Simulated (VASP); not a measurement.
## Ru: single point with BLYP

The system is Ru.

```
Ru
1.0
     2.63865    0.00000    0.00000
    -1.31933    2.28514    0.00000
     0.00000    0.00000    8.46127
Ru
4
Direct
  0.00000 0.00000 0.00000
  0.00000 0.00000 0.50000
  0.33333 0.66667 0.25000
  0.66667 0.33333 0.75000
```

```
Program             : VASP 6.6.1
Task                : single point
Functional          : BLYP
Potentials or basis : VASP PAW PBE potentials, release 64 (Ru_pv)
Cutoff              : 520 eV
k mesh              : 15 × 15 × 4
Occupations         : fermi-dirac, width 0.1 eV
Spin                : no spin polarisation
```

* Pressure: 47.2 GPa
* Band gap on the k mesh: zero (bands 28 and 29 overlap by 3.10 eV)

Stress tensor (GPa, compression positive):
```
46.15  0.00  0.00
 0.00 46.15  0.00
 0.00  0.00 49.18
```

Levels at points of the mesh, in eV from the Fermi level:
| k point | band 26 | band 27 | band 28 | band 29 | band 30 | band 31 |
| --- | --- | --- | --- | --- | --- | --- |
| (0.00, 0.00, 0.00) | -2.36 | -2.36 | -0.93 | -0.93 | -0.14 | -0.14 |
| (0.00, 0.00, 0.50) | -2.68 | -0.47 | -0.47 | -0.47 | -0.47 | -0.38 |

Run time: 4 min on 1 thread of Intel Xeon 8259CL, with other jobs on the host, peak memory 0.24 GiB.

Caveat: the cell stands under pressure; the PAW data sets were made with another functional, which shifts forces and pressure a little.
